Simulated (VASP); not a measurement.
Write the native input for VASP 6.6.1 that does the following.

* Task: relaxation of cell and atoms
* Functional: PBE
* Potentials or basis: VASP PAW PBE potentials, release 64 (Sn_d)
* Cutoff: 600 eV
* k mesh: 22 × 22 × 22
* Occupations: gaussian, width 0.1 eV
* Spin: no spin polarisation
* Target pressure: 10.9 GPa
* Dipole correction: no
* Further INCAR settings: ALGO = Fast; EDIFF = 1e-06; IBRION = 2; EDIFFG = -0.002; NSW = 100; ISIF = 3

The structure of Sn lies in POSCAR:

```
Sn
1.0
   -2.8221414759      2.8221414759      1.5241862035
    2.8221414759     -2.8221414759      1.5241862035
    2.8221414759      2.8221414759     -1.5241862035
Sn
2
Direct
    0.0000000000      0.0000000000      0.0000000000
    0.7500000000      0.2500000000      0.5000000000
```

One way to write it, as run:

INCAR

```
SYSTEM = Sn
PREC = Accurate
ENCUT = 600
EDIFF = 1E-6
ISMEAR = 0
SIGMA = 0.1
LREAL = .FALSE.
LASPH = .TRUE.
NELM = 80
ALGO = Fast
ISIF = 3
LWAVE = .FALSE.
LCHARG = .FALSE.
GGA = PE
IBRION = 2
NSW = 100
EDIFFG = -0.002
PSTRESS = 109.0
KPAR = 4
```

KPOINTS

```
Automatic mesh
0
G
  22 22 22
  0 0 0
```

Potentials or basis: VASP PAW PBE potentials, release 64 (Sn_d).

The run is started by

```bash
$ cat potpaw_PBE.64/Sn_d/POTCAR > POTCAR
$ mpirun -np 4 vasp_std > vasp.out
```

It gave:

* Relaxed volume: 24.27 Å³/atom
* Relaxed cell: a = 4.272 Å, b = 4.272 Å, c = 4.272 Å, α = 97.31°, β = 97.31°, γ = 138.20°
* Space group after relaxing (to 0.1 Å): I4_1/amd (No. 141)
* Energy change on relaxing (the run minimises the enthalpy): +0.5 meV/atom
* Ionic steps: 4
* Pressure after relaxing: 10.9 GPa
* Band gap on the k mesh: zero (bands 14 and 15 overlap by 5.00 eV)

Caveat: the cell is relaxed towards a set pressure, so the run minimises the enthalpy, not the energy; spin-orbit coupling is left out, which moves the levels of the heavy elements.

Wall time 13 min on 4 MPI ranks on Oxide Virtual Turin-like Processor, with other jobs on the host, peak memory 0.79 GiB a rank.
